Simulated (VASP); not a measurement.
A run of VASP 6.6.1:

Contents of INCAR:

```
  ALGO = Normal
  EDIFF = 1E-6
  ENCUT = 520
  GGA = PS
  ISIF = 2
  ISMEAR = 0
  LASPH = True
  LCHARG = False
  LREAL = False
  LWAVE = False
  NBANDS = 24
  NELM = 60
  PREC = Accurate
  SIGMA = 0.1
```

The input KPOINTS:

```
k-points
0
Gamma
  4 4 4
```

Contents of POSCAR:

```
LaB6
1.0
    4.1570000000      0.0000000000      0.0000000000
    0.0000000000      4.1570000000      0.0000000000
    0.0000000000      0.0000000000      4.1570000000
La B
1 6
Direct
    0.0000000000      0.0000000000      0.0000000000
    0.1975000000      0.5000000000      0.5000000000
    0.5000000000      0.1975000000      0.5000000000
    0.8025000000      0.5000000000      0.5000000000
    0.5000000000      0.8025000000      0.5000000000
    0.5000000000      0.5000000000      0.1975000000
    0.5000000000      0.5000000000      0.8025000000
```

Potentials or basis: VASP PAW PBE potentials, release 64 (La, B).

Command:

```bash
$ cat potpaw_PBE.64/La/POTCAR potpaw_PBE.64/B/POTCAR > POTCAR
$ mpirun -np 1 vasp_std > vasp.out
```

Hardware: 1 thread of Intel(R) Xeon(R) Platinum 8175M CPU @ 2.50GHz (Skylake/Cascade Lake), on a shared host.

Q: Estimate the wall time of this run.

A: Wall time 23 s on 1 thread of Intel(R) Xeon(R) Platinum 8175M CPU @ 2.50GHz (Skylake/Cascade Lake) (shared host), peak memory 0.19 GiB. Counts: scf iterations 15, k points 10.
